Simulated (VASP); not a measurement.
Wanted: the native input for a VASP 6.6.1 run.

| Property | Result |
| --- | --- |
| Task | single point |
| Functional | PBEsol |
| Potentials or basis | VASP PAW PBE potentials, release 64 (Cd) |
| Cutoff | 520 eV |
| k mesh | 9 × 9 × 6 |
| Occupations | gaussian, width 0.1 eV |
| Spin | no spin polarisation |
| Dipole correction | no |
| Further INCAR settings | ALGO = Normal; EDIFF = 1e-06; NBANDS = 12 |

The structure of Cd lies in POSCAR:

```
Cd
1.0
    3.0050804100      0.0000000000      0.0000000000
   -1.5025402050      2.6024759754      0.0000000000
    0.0000000000      0.0000000000      2.8078720081
Cd
1
Direct
    0.0000000000      0.0000000000      0.0000000000
```

This isn't the form of Cd at room conditions, which is hcp.

The input as run:

INCAR

```
PREC     = Accurate       # precision mode
ENCUT    = 520            # plane-wave cutoff, eV
EDIFF    = 1E-6           # SCF threshold, eV
ISMEAR   = 0              # smearing method
SIGMA    = 0.1            # smearing width, eV
LREAL    = F              # projectors in reciprocal space
LASPH    = T              # aspherical terms in the spheres
NELM     = 60             # most SCF steps
ALGO     = Normal         # electronic algorithm
ISIF     = 2              # what is computed and relaxed
LWAVE    = F              # write WAVECAR
LCHARG   = F              # write CHGCAR
GGA      = PS             # functional
NBANDS   = 12             # bands
```

KPOINTS

```
Automatic mesh
0
Gamma
  9 9 6
```

Potentials or basis: VASP PAW PBE potentials, release 64 (Cd).

Command:

```bash
$ cat potpaw_PBE.64/Cd/POTCAR > POTCAR
$ mpirun -np 1 vasp_std > vasp.out
```

It gave:

The pressure is 3.5 GPa and the band gap on the k mesh is zero (bands 6 and 7 overlap by 5.95 eV).

Caveat: the k points lie up to 0.37 Å⁻¹ apart, too coarse for converged energies and pressures of a metal; the PAW data sets were made with another functional, which shifts forces and pressure a little.

Run time: 13 s on 1 thread of Oxide Virtual Turin-like Processor, on a shared host, peak memory 0.11 GiB.
